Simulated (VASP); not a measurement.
Input of a VASP 6.6.1 run:

INCAR

```
SYSTEM = Sn
PREC = Accurate
ENCUT = 600
EDIFF = 1E-6
ISMEAR = -1
SIGMA = 0.05
LREAL = .FALSE.
LASPH = .TRUE.
NELM = 60
ALGO = Normal
ISIF = 3
LWAVE = .FALSE.
LCHARG = .FALSE.
GGA = PE
IBRION = 2
NSW = 32
EDIFFG = -0.005
PSTRESS = 440.0
```

Contents of KPOINTS:

```
regular mesh
0
G
  14 14 14
  0 0 0
```

POSCAR

```
Sn
1.0
    2.7229169718      0.0000000000      0.0000000000
    0.0000000000      2.7229169718      0.0000000000
    0.0000000000      0.0000000000      2.7229169718
Sn
1
Direct
    0.0000000000      0.0000000000      0.0000000000
```

Potentials or basis: VASP PAW PBE potentials, release 64 (Sn_d).

Command:

```sh
$ cat potpaw_PBE.64/Sn_d/POTCAR > POTCAR
$ mpirun -np 1 vasp_std > vasp.out
```

Problem. Predict the band gap on the k mesh.

Solution. Zero (band 7 reaches 18.87 eV, above the bottom of band 8 at 8.77 eV).

Final structure:
```yaml
crystal:
  lattice:
    - [2.72292, 0.00000, 0.00000]
    - [0.00000, 2.72292, 0.00000]
    - [0.00000, 0.00000, 2.72292]
  atoms:
    - { symbol: Sn, position: [0.00000, 0.00000, 0.00000] }
```

Caveat: the relaxation stopped at its first step, so nothing moved; the cell is relaxed towards a set pressure, so the enthalpy falls and the energy may rise; spin-orbit coupling is left out, which moves the levels of the heavy elements.
